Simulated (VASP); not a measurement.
# SiC (P6_3mc) in VASP: notebook, part 2 of 2

VASP 6.6.1.

## (4) Single point, PBE (strain -0.080 along x and y, +0.000 along z)

The input, INCAR:

```
  PREC = Accurate
  ENCUT = 520
  EDIFF = 1E-7
  ISMEAR = 0
  SIGMA = 0.05
  LREAL = False
  LASPH = True
  NELM = 80
  ALGO = Normal
  ISIF = 2
  LWAVE = False
  LCHARG = False
  GGA = PE
  NBANDS = 16
```

The input, KPOINTS:

```
Automatic mesh
0
Gamma
  12 12 6
```

The input, POSCAR:

```
SiC
1.0
    2.8444250947      0.0000000000      0.0000000000
   -1.4222125473      2.4633443912      0.0000000000
    0.0000000000      0.0000000000      5.0740211774
Si C
2 2
Direct
    0.3333333333      0.6666666667      0.0045635313
    0.6666666667      0.3333333333      0.5045635313
    0.3333333333      0.6666666667      0.3804364687
    0.6666666667      0.3333333333      0.8804364687
```

Started as:

```bash
cat potpaw_PBE.64/Si/POTCAR potpaw_PBE.64/C/POTCAR > POTCAR
mpirun -np 1 vasp_std > vasp.out
```

Wall time 42 s (1 thread of Intel Xeon 6975P-C, shared host); peak memory 0.17 GiB.

It converged, with:

| Quantity | Value |
| --- | --- |
| Free energy | -28.8233 eV |
| Pressure | 52.2 GPa |
| Largest force | 1.380 eV/Å |
| Band gap on the k mesh | 1.57 eV, indirect (least direct gap 4.59 eV) |

Forces on the atoms (eV/Å):
```
Si   0.000  0.000  1.380
Si   0.000  0.000  1.380
C    0.000  0.000 -1.380
C    0.000  0.000 -1.380
```

Stress tensor (GPa, compression positive):
```
74.15  0.00  0.00
 0.00 74.15  0.00
 0.00  0.00  8.43
```

Levels at points of the mesh, in eV from the valence-band top:
| k point | band 4 | band 5 | band 6 | band 7 | band 8 | band 9 | band 10 | band 11 | band 12 | band 13 |
| --- | --- | --- | --- | --- | --- | --- | --- | --- | --- | --- |
| (0.00, 0.00, 0.00) | -0.98 | -0.98 | -0.84 | 0.00 | 0.00 | 5.24 | 7.42 | 8.27 | 8.27 | 9.78 |
| (0.50, 0.00, 0.00) | -7.39 | -6.00 | -3.84 | -3.30 | -1.48 | 3.54 | 3.62 | 8.02 | 8.07 | 9.47 |
| (0.00, 0.00, 0.50) | -5.68 | -0.52 | -0.52 | -0.52 | -0.52 | 7.88 | 7.88 | 8.79 | 8.79 | 8.79 |
| (0.50, 0.00, 0.50) | -9.17 | -3.02 | -3.02 | -2.53 | -2.53 | 2.95 | 2.95 | 5.67 | 5.67 | 11.16 |

Caveat: the cell differs from its parent crystal (strain -0.080 along x and y, +0.000 along z); forces of over 1 eV/Å act on the atoms, so gaps and moduli don't describe the material at rest. A k mesh can miss the band edges.

## (5) Single point, PBE (strain -0.040 along x and y, -0.080 along z)

The input, INCAR:

```
PREC = Accurate ; ENCUT = 520
EDIFF = 1E-7 ; ISMEAR = 0
SIGMA = 0.05 ; LREAL = False
LASPH = True ; NELM = 60
ALGO = Normal ; ISIF = 2
LWAVE = False ; LCHARG = True
GGA = PE ; LELF = True
LVHAR = True ; NBANDS = 16
```

The input, KPOINTS:

```
regular mesh
0
Gamma
  12 12 6
```

The input, POSCAR:

```
SiC
1.0
    2.9680957510      0.0000000000      0.0000000000
   -1.4840478755      2.5704463213      0.0000000000
    0.0000000000      0.0000000000      4.6680994832
Si C
2 2
Direct
    0.3333333333      0.6666666667      0.0045635313
    0.6666666667      0.3333333333      0.5045635313
    0.3333333333      0.6666666667      0.3804364687
    0.6666666667      0.3333333333      0.8804364687
```

Potentials or basis: VASP PAW PBE potentials, release 64 (Si, C).

Started as:

```bash
cat potpaw_PBE.64/Si/POTCAR potpaw_PBE.64/C/POTCAR > POTCAR
mpirun -np 1 vasp_std > vasp.out
```

OUTCAR:

```text
PREC = Accurate
   ENCUT = 520
   EDIFF = 1E-7
   ISMEAR = 0
   LREAL = False
   LASPH = True
   NELM = 60
   ISIF = 2
   GGA = PE

 ion  position               nearest neighbor table
   1  0.333  0.667  0.005-   3 1.75   4 1.81   4 1.81   4 1.81   2 2.90   2 2.90   2 2.90   2 2.90
                             2 2.90   2 2.90
   2  0.667  0.333  0.505-   4 1.75   3 1.81   3 1.81   3 1.81   1 2.90   1 2.90   1 2.90   1 2.90
                             1 2.90   1 2.90
   3  0.333  0.667  0.380-   1 1.75   2 1.81   2 1.81   2 1.81
[... 662 lines left out ...]
  --------------------------------------------------------------------------------------
  -------------------------------------------------------------------------------------
  Total        8.2833654      8.2833654     15.9429952      0.0000000      0.0000000     -0.0000000
  in kB      372.6411861    372.6411861    717.2225716      0.0000000      0.0000000     -0.0000000
  external PRESSURE =     487.5016479 kB  Pullay stress =       0.0000000 kB

 VOLUME and BASIS-vectors are now :
 -----------------------------------------------------------------------------
  energy-cutoff  :      520.00
  volume of cell :       35.61
      direct lattice vectors                 reciprocal lattice vectors
     2.968095751  0.000000000  0.000000000     0.336916354  0.194518748  0.000000000
    -1.484047875  2.570446321  0.000000000     0.000000000  0.389037496  0.000000000
     0.000000000  0.000000000  4.668099483     0.000000000  0.000000000  0.214219942

 POSITION                                       TOTAL-FORCE (eV/Angst)
 -----------------------------------------------------------------------------------
     -0.00000      1.71363      0.02130         0.000000      0.000000     -0.976045
      1.48405      0.85682      2.35535        -0.000000      0.000000     -0.976045
     -0.00000      1.71363      1.77592        -0.000000      0.000000      0.976045
      1.48405      0.85682      4.10997         0.000000     -0.000000      0.976045
 -----------------------------------------------------------------------------------
    total drift:                               -0.000000      0.000000      0.000280

  FREE ENERGIE OF THE ION-ELECTRON SYSTEM (eV)
  ---------------------------------------------------
  free  energy   TOTEN  =       -29.1614538670 eV

  energy  without entropy=      -29.1614538670  energy(sigma->0) =      -29.16145387
```

OSZICAR:

```text
N       E                     dE             d eps       ncg     rms          rms(c)
DAV:   1     0.260394024191E+02    0.26039E+02   -0.73729E+03  2432   0.911E+02
DAV:   2    -0.315763949573E+02   -0.57616E+02   -0.52469E+02  3432   0.166E+02
DAV:   3    -0.338579972117E+02   -0.22816E+01   -0.22729E+01  3296   0.298E+01
DAV:   4    -0.338715237513E+02   -0.13527E-01   -0.13525E-01  2944   0.285E+00
DAV:   5    -0.338716357478E+02   -0.11200E-03   -0.11199E-03  3272   0.240E-01    0.150E+01
DAV:   6    -0.293789084087E+02    0.44927E+01   -0.73265E+00  3096   0.171E+01    0.708E+00
DAV:   7    -0.291822930512E+02    0.19662E+00   -0.15365E+00  3432   0.751E+00    0.283E+00
DAV:   8    -0.291629012272E+02    0.19392E-01   -0.63907E-02  2784   0.157E+00    0.735E-01
DAV:   9    -0.291611924240E+02    0.17088E-02   -0.77998E-03  3184   0.625E-01    0.118E-01
DAV:  10    -0.291614307098E+02   -0.23829E-03   -0.80885E-04  3064   0.172E-01    0.574E-02
DAV:  11    -0.291614530668E+02   -0.22357E-04   -0.55437E-05  2744   0.564E-02    0.158E-02
DAV:  12    -0.291614534655E+02   -0.39872E-06   -0.53071E-06  3328   0.147E-02    0.358E-03
DAV:  13    -0.291614538790E+02   -0.41347E-06   -0.51857E-07  2784   0.467E-03    0.304E-03
DAV:  14    -0.291614538670E+02    0.11951E-07   -0.36597E-08  1616   0.139E-03
   1 F= -.29161454E+02 E0= -.29161454E+02  d E =-.379377E-14
```

Wall time 37 s (1 thread of Intel Xeon 6975P-C, shared host); peak memory 0.17 GiB.

Results:

```yaml
Free_energy: -29.1615 eV
Pressure: 48.8 GPa
Largest_force: 0.976 eV/Å
Band_gap_on_the_k_mesh: 2.04 eV, indirect (least direct gap 3.85 eV)
```

Forces on the atoms (eV/Å):
```
Si   0.000  0.000 -0.976
Si   0.000  0.000 -0.976
C    0.000  0.000  0.976
C    0.000  0.000  0.976
```

Levels at points of the mesh, in eV from the valence-band top:
| k point | band 5 | band 6 | band 7 | band 8 | band 9 | band 10 | band 11 | band 12 |
| --- | --- | --- | --- | --- | --- | --- | --- | --- |
| (0.00, 0.00, 0.00) | -1.77 | -0.16 | -0.16 | 0.00 | 5.30 | 7.14 | 7.14 | 8.16 |
| (0.50, 0.00, 0.00) | -6.07 | -3.97 | -3.83 | -1.25 | 2.60 | 4.57 | 7.45 | 7.83 |
| (0.00, 0.00, 0.50) | -1.03 | -1.03 | -1.03 | -1.03 | 6.62 | 6.62 | 7.75 | 7.75 |
| (0.50, 0.00, 0.50) | -2.88 | -2.88 | -2.35 | -2.35 | 3.60 | 3.60 | 6.10 | 6.10 |

Caveat: the cell differs from its parent crystal (strain -0.040 along x and y, -0.080 along z).

## (6) Single point, PBE (strain -0.080 along x and y, +0.040 along z)

The input, INCAR:

```
PREC = Accurate
ENCUT = 520
EDIFF = 1E-6
ISMEAR = 0
SIGMA = 0.05
LREAL = False
LASPH = True
NELM = 100
ALGO = Normal
ISIF = 2
LWAVE = False
LCHARG = True
GGA = PE
LELF = True
LVHAR = True
NBANDS = 16
```

KPOINTS is that of step 5.

The input, POSCAR:

```
SiC
1.0
    2.8444250947      0.0000000000      0.0000000000
   -1.4222125473      2.4633443912      0.0000000000
    0.0000000000      0.0000000000      5.2769820245
Si C
2 2
Direct
    0.3333333333      0.6666666667      0.0045635313
    0.6666666667      0.3333333333      0.5045635313
    0.3333333333      0.6666666667      0.3804364687
    0.6666666667      0.3333333333      0.8804364687
```

Potentials or basis: VASP PAW PBE potentials, release 64 (Si, C).

Started as:

```bash
cat potpaw_PBE.64/Si/POTCAR potpaw_PBE.64/C/POTCAR > POTCAR
mpirun -np 1 vasp_std > vasp.out
```

Run time: 38 s. Hardware: 1 thread of Intel Xeon 6975P-C, shared host; peak memory 0.17 GiB.

Results (log left out):

```yaml
Free_energy: -28.7869 eV
Pressure: 40.7 GPa
Largest_force: 1.427 eV/Å
Band_gap_on_the_k_mesh: 1.48 eV, indirect (least direct gap 3.80 eV)
```

Forces in eV/Å, atoms in the order of the input:
```
Si   0.000  0.000  1.427
Si   0.000  0.000  1.427
C    0.000  0.000 -1.427
C    0.000  0.000 -1.427
```

Stress tensor (GPa, compression positive):
```
 68.79   0.00   0.00
  0.00  68.79   0.00
  0.00   0.00 -15.53
```

Levels at points of the mesh, in eV from the valence-band top:
```
           k point  band 6  band 7  band 8  band 9  band 10  band 11
(0.00, 0.00, 0.00)   -0.81    0.00    0.00    3.80     7.60     8.30
(0.50, 0.00, 0.00)   -3.75   -3.11   -1.58    3.27     3.66     7.42
(0.00, 0.00, 0.50)   -0.43   -0.43   -0.43    7.56     7.56     8.80
(0.50, 0.00, 0.50)   -3.18   -2.44   -2.44    2.54     2.54     5.45
```

Caveat: the cell differs from its parent crystal (strain -0.080 along x and y, +0.040 along z); forces of over 1 eV/Å act on the atoms, so gaps and moduli don't describe the material at rest.

## (7) Overview

```csv
cell,gap on the mesh (eV),pressure (GPa),largest force (eV/Å)
"a = 2.844, b = 2.844, c = 4.668 Å, angles 90.0, 90.0, 120.0°, 4 atoms",1.81,86.0,0.05
"a = 2.844, b = 2.844, c = 4.871 Å, angles 90.0, 90.0, 120.0°, 4 atoms",1.68,67.0,0.97
"a = 2.844, b = 2.844, c = 5.074 Å, angles 90.0, 90.0, 120.0°, 4 atoms",1.57,52.2,1.38
"a = 2.968, b = 2.968, c = 4.668 Å, angles 90.0, 90.0, 120.0°, 4 atoms",2.04,48.8,0.98
"a = 2.844, b = 2.844, c = 5.277 Å, angles 90.0, 90.0, 120.0°, 4 atoms",1.48,40.7,1.43
```

Alike in all rows: task single point; level PBE; potentials or basis VASP PAW PBE potentials, release 64 (Si, C); no spin polarisation; k mesh 12 × 12 × 6; cutoff (eV) 520; smearing gaussian 0.05 eV.

Caveats: forces of over 1 eV/Å act on the atoms, so gaps and moduli don't describe the material at rest (some runs).

Absolute energies hang on the potentials; compare differences alone.
